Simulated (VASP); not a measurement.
# Zn (Immm) in VASP: notebook, part 3 of 3

VASP 6.6.1. The steps go on from the part before.

## Step 7: Single point, PBE (engineering shear strain xy -0.0933, normal strain along z +0.0700)

INCAR reads:

```
SYSTEM = Zn
PREC = Accurate
ENCUT = 520
EDIFF = 1E-6
ISMEAR = 0
SIGMA = 0.15
LREAL = .False.
LASPH = .True.
NELM = 80
ALGO = Fast
ISIF = 2
LWAVE = .False.
LCHARG = .False.
GGA = PE
NBANDS = 12
```

KPOINTS reads:

```
Automatic mesh
0
Gamma
  20 20 20
  0 0 0
```

POSCAR reads:

```
Zn
1.0
   -0.0916364303      1.9643393415      2.1018430954
    1.9643393415     -0.0916364303      2.1018430954
    1.8727029112      1.8727029112      0.0000000000
Zn
1
Direct
    0.0000000000      0.0000000000      0.0000000000
```

Potentials or basis: VASP PAW PBE potentials, release 64 (Zn).

Run with:

```console
> cat potpaw_PBE.64/Zn/POTCAR > POTCAR
> mpirun -np 1 vasp_std > vasp.out
```

OUTCAR:

```text
SYSTEM = Zn
   PREC = Accurate
   ENCUT = 520
   EDIFF = 1E-6
   ISMEAR = 0
   LREAL = .False.
   LASPH = .True.
   NELM = 80
   ISIF = 2
   GGA = PE

 ion  position               nearest neighbor table
   1  0.000  0.000  0.000-

  LATTYP: Found a body centered orthorhombic cell.
 ALAT       =     2.6484018553
 B/A-ratio  =     1.0978654220
 C/A-ratio  =     1.5872539065

  Lattice vectors:

 A1 = (   0.0916364303,  -1.9643393415,  -2.1018430954)
 A2 = (  -0.0916364303,   1.9643393415,  -2.1018430954)
 A3 = (   1.9643393415,  -0.0916364303,   2.1018430954)

Analysis of symmetry for initial positions (statically):
=====================================================================
 Subroutine PRICEL returns:
 Original cell was already a primitive cell.

 Routine SETGRP: Setting up the symmetry group for a
 body centered orthorhombic supercell.

 Subroutine GETGRP returns: Found  8 space group operations
 (whereof  8 operations were pure point group operations)
 out of a pool of  8 trial point group operations.

The static configuration has the point symmetry D_2h.

Analysis of symmetry for dynamics (positions and initial velocities):
=====================================================================
 Subroutine PRICEL returns:
 Original cell was already a primitive cell.

 Routine SETGRP: Setting up the symmetry group for a
 body centered orthorhombic supercell.

 Subroutine GETGRP returns: Found  8 space group operations
 (whereof  8 operations were pure point group operations)
 out of a pool of  8 trial point group operations.

The dynamic configuration has the point symmetry D_2h.

 Subroutine INISYM returns: Found  8 space group operations
 (whereof  8 operations are pure point group operations),
 and found     1 'primitive' translations

----------------------------------------------------------------------------------------

                                     Primitive cell

  volume of cell :      16.1852

  direct lattice vectors                    reciprocal lattice vectors
    -0.091636430  1.964339341  2.101843095    -0.243193527  0.243193527  0.237886454
     1.964339341 -0.091636430  2.101843095     0.243193527 -0.243193527  0.237886454
     1.872702911  1.872702911  0.000000000     0.266993764  0.266993764 -0.237886454

  length of vectors
     2.878327758  2.878327758  2.648401855     0.418181956  0.418181956  0.446274921

  position of ions in fractional coordinates (direct lattice)
     0.000000000  0.000000000  0.000000000

  ion indices of the primitive-cell ions
   primitive index   ion index
                 1           1

----------------------------------------------------------------------------------------

 KPOINTS: Automatic mesh

Automatic generation of k-mesh.
 Grid dimensions read from file:
 generate k-points for:   20   20   20

 Generating k-lattice:

  Cartesian coordinates                     Fractional coordinates (reciprocal lattice)
    -0.012159676  0.012159676  0.011894323     0.050000000  0.000000000  0.000000000
     0.012159676 -0.012159676  0.011894323     0.000000000  0.050000000  0.000000000
     0.013349688  0.013349688 -0.011894323    -0.000000000 -0.000000000  0.050000000

  Length of vectors
     0.020909098  0.020909098  0.022313746

  Shift w.r.t. Gamma in fractional coordinates (k-lattice)
     0.000000000  0.000000000  0.000000000

 Subroutine IBZKPT returns following result:
 ===========================================

 Found   1166 irreducible k-points:

 Following reciprocal coordinates:
            Coordinates               Weight
  0.000000  0.000000  0.000000      1.000000
  0.050000 -0.000000  0.000000      4.000000
  0.100000 -0.000000  0.000000      4.000000
  0.150000 -0.000000  0.000000      4.000000
  0.200000 -0.000000  0.000000      4.000000
  0.250000 -0.000000  0.000000      4.000000
[... 16 lines left out ...]
 -0.400000  0.050000  0.000000      4.000000
 -0.350000  0.050000  0.000000      4.000000
 [... further k-points ...]
   k-points           NKPTS =   1166   k-points in BZ     NKDIM =   1166   number of bands    NBANDS=     12
   number of dos      NEDOS =    301   number of ions     NIONS =      1
   total plane-waves  NPLWV =  11520
   dimension x,y,z NGX =    24 NGY =   24 NGZ =   20
   dimension x,y,z NGXF=    48 NGYF=   48 NGZF=   40
   ions per type =               1
   NGX,Y,Z   is equivalent  to a cutoff of  13.86, 13.86, 12.55 a.u.
   NGXF,Y,Z  is equivalent  to a cutoff of  27.72, 27.72, 25.11 a.u.
 SYSTEM =  Zn
   PREC   = accura    normal or accurate (medium, high low for compatibility)
   ISTART =      0    job   : 0-new  1-cont  2-samecut
   ICHARG =      2    charge: 1-file 2-atom 10-const
   ISPIN  =      1    spin polarized calculation?
   LNONCOLLINEAR =      F non collinear calculations
   LSORBIT =      F    spin-orbit coupling
   LASPH  =      T    aspherical Exc in radial PAW
   ENCUT  =  520.0 eV  38.22 Ry    6.18 a.u.   5.35  5.35  4.92*2*pi/ulx,y,z
   NELM   =     80;   NELMIN=  2; NELMDL= -5     # of ELM steps
   EDIFF  = 0.1E-05   stopping-criterion for ELM
   LREAL  =      F    real-space projection
   EDIFFG = 0.1E-04   stopping-criterion for IOM
   NSW    =      0    number of steps for IOM
   IBRION =     -1    ionic relax: 0-MD 1-quasi-New 2-CG
   NFREE  =      0    steps in history (QN), initial steepest desc. (CG)
   ISIF   =      2    stress and relaxation
   ISYM   =      2    0-nonsym 1-usesym 2-fastsym
   POTIM  = 0.5000    time-step for ionic-motion
   TEBEG  =    0.0;   TEEND  =   0.0 temperature during run
   PSTRESS=    0.0 pullay stress
   NELECT =      12.0000    total number of electrons
   NUPDOWN=      -1.0000    fix difference up-down
   EMIN   =  10.00;   EMAX   =-10.00  energy-range for DOS
   EFERMI =   0.00;   METHOD = LEGACY
   ISMEAR =     0;   SIGMA  =   0.15  broadening in eV -4-tet -1-fermi 0-gaus
   EFERMI_NEDOS =   21; number of points for ismear=-14 and -15
   IALGO  =     68    algorithm
   IMIX   =      4    mixing-type and parameters
     AMIX     =   0.40;   BMIX     =  1.00
     AMIX_MAG =   1.60;   BMIX_MAG =  1.00
  volume/ion in A,a.u.               =      16.19       109.22
  Fermi-wavevector in a.u.,A,eV,Ry     =   1.481709  2.800024 29.871060  2.195461
  Thomas-Fermi vector in A             =   2.595585
   LORBIT       =      0    0 simple, 1 ext, 2 COOP (PROOUT), +10 PAW based schemes
   GGA     = PE    functional components
   LHFCALC =     F    Hartree Fock is set to
   AEXX    =    0.0000 exact exchange contribution
   IVDW    =     0    specifies the selected vdW correction
   LEPSILON=     F    determine dielectric tensor
   LRPA    =     F    only Hartree local field effects (RPA)
 non-spin polarized calculation
 RMM-DIIS sequential band-by-band and
 Gauss-broadening in eV      SIGMA  =   0.15
  energy-cutoff  :      520.00
  volume of cell :       16.19
 maximum number of plane-waves:       451
 NGX is ok and might be reduce to    24
   NGX = 11   NGY = 11   NGZ =  9

 number of electron      12.0000006 magnetization

 Free energy of the ion-electron system (eV)
  ---------------------------------------------------
  ext. energy  EPLUGINS =         0.00000000
  ---------------------------------------------------
  free energy    TOTEN  =        -1.06610371 eV

  energy without entropy =       -1.06236244  energy(sigma->0) =       -1.06423307

 E-fermi :   2.6410     XC(G=0): -11.2356

 val. band max:        2.6297247996   @ k =   0.5000   0.0500   0.1500
 cond. band min:       2.6416201779   @ k =  -0.3500   0.1000   0.3500
 fundamental gap:      0.0118953784
 Fermi energy:         2.6410024521

 k-point     1 :       0.0000    0.0000    0.0000
  band No.  band energies     occupation
      1      -7.2197      2.00000
      2      -4.9971      2.00000
      3      -4.8835      2.00000
      4      -4.6632      2.00000
      5      -4.5591      2.00000
      6      -4.4194      2.00000
      7      18.1559      0.00000
      8      18.8585      0.00000
      9      21.3470      0.00000
     10      22.0047      0.00000
     11      22.3089      0.00000
     12      22.6121      0.00000
[... 331 lines left out ...]
 k-point    24 :      -0.3500    0.0500    0.0000
  band No.  band energies     occupation
      1      -5.5100      2.00000
      2      -4.9867      2.00000
      3      -4.6292      2.00000
      4      -4.3736      2.00000
      5      -4.3112      2.00000
      6      -2.9481      2.00000
      7       4.3516      0.00000
      8      14.3172      0.00000
      9      20.2035      0.00000
     10      21.5672      0.00000
     11      22.1042      0.00000
     12      23.6444      0.00000

 [... further k-points ...]

------------------------ aborting loop because EDIFF is reached ----------------------------------------

  FORCE on cell =-STRESS in cart. coord.  units (eV):
  Direction    XX          YY          ZZ          XY          YZ          ZX
  --------------------------------------------------------------------------------------
  -------------------------------------------------------------------------------------
  Total       -0.1518125     -0.1518125     -0.6261032     -0.0174832      0.0000000      0.0000000
  in kB      -15.0279878    -15.0279878    -61.9782553     -1.7306678      0.0000000      0.0000000
  external PRESSURE =     -30.6780770 kB  Pullay stress =       0.0000000 kB

 VOLUME and BASIS-vectors are now :
 -----------------------------------------------------------------------------
  energy-cutoff  :      520.00
  volume of cell :       16.19
      direct lattice vectors                 reciprocal lattice vectors
    -0.091636430  1.964339341  2.101843095    -0.243193527  0.243193527  0.237886454
     1.964339341 -0.091636430  2.101843095     0.243193527 -0.243193527  0.237886454
     1.872702911  1.872702911  0.000000000     0.266993764  0.266993764 -0.237886454

 POSITION                                       TOTAL-FORCE (eV/Angst)
 -----------------------------------------------------------------------------------
      0.00000      0.00000      0.00000         0.000000      0.000000      0.000000
 -----------------------------------------------------------------------------------
    total drift:                                0.000000      0.000000     -0.000000

  FREE ENERGIE OF THE ION-ELECTRON SYSTEM (eV)
  ---------------------------------------------------
  free  energy   TOTEN  =        -1.0661037063 eV

  energy  without entropy=       -1.0623624429  energy(sigma->0) =       -1.06423307
```

Run time: 61 s. Hardware: 1 thread of Intel Xeon 6975P-C (Granite Rapids), shared host; peak memory 0.32 GiB.

Results:

```yaml
Free_energy: -1.0661 eV
Pressure: -3.1 GPa
Band_gap_on_the_k_mesh: zero (bands 6 and 7 overlap by 4.03 eV)
```

Stress tensor (GPa, compression positive):
```
-1.50 -0.17  0.00
-0.17 -1.50  0.00
 0.00  0.00 -6.20
```

Caveat: the cell differs from its parent crystal (engineering shear strain xy -0.0933, normal strain along z +0.0700); the cell stands under tension.

## Step 8: The runs side by side

| cell | further INCAR settings | gap on the mesh (eV) | pressure (GPa) |
| --- | --- | --- | --- |
| a = 2.814, b = 2.814, c = 2.584 Å, angles 62.7, 62.7, 63.8°, 1 atom | ALGO = Fast; EDIFF = 1e-07; NBANDS = 12 | none | 0.0 |
| a = 2.812, b = 2.812, c = 2.648 Å, angles 61.9, 61.9, 62.3°, 1 atom | ALGO = Fast; EDIFF = 1e-06; NBANDS = 12 | none | -0.8 |
| a = 2.847, b = 2.847, c = 2.584 Å, angles 63.0, 63.0, 62.9°, 1 atom | ALGO = Fast; EDIFF = 1e-06; NBANDS = 12 | none | -1.4 |
| a = 2.845, b = 2.845, c = 2.648 Å, angles 62.3, 62.3, 61.5°, 1 atom | ALGO = Fast; EDIFF = 1e-06; NBANDS = 12 | none | -2.0 |
| a = 2.880, b = 2.880, c = 2.584 Å, angles 63.4, 63.4, 62.1°, 1 atom | ALGO = Fast; EDIFF = 1e-06; NBANDS = 12 | none | -2.5 |
| a = 2.878, b = 2.878, c = 2.648 Å, angles 62.6, 62.6, 60.7°, 1 atom | ALGO = Fast; EDIFF = 1e-06; NBANDS = 12 | none | -3.1 |

Alike in all rows: task single point; level PBE; potentials or basis VASP PAW PBE potentials, release 64 (Zn); no spin polarisation; k mesh 20 × 20 × 20; cutoff (eV) 520; smearing gaussian 0.15 eV.

Caveats: the cell stands under tension (at least some runs).

Total energies depend on the potentials used, so only differences within one code and one set of settings carry meaning.
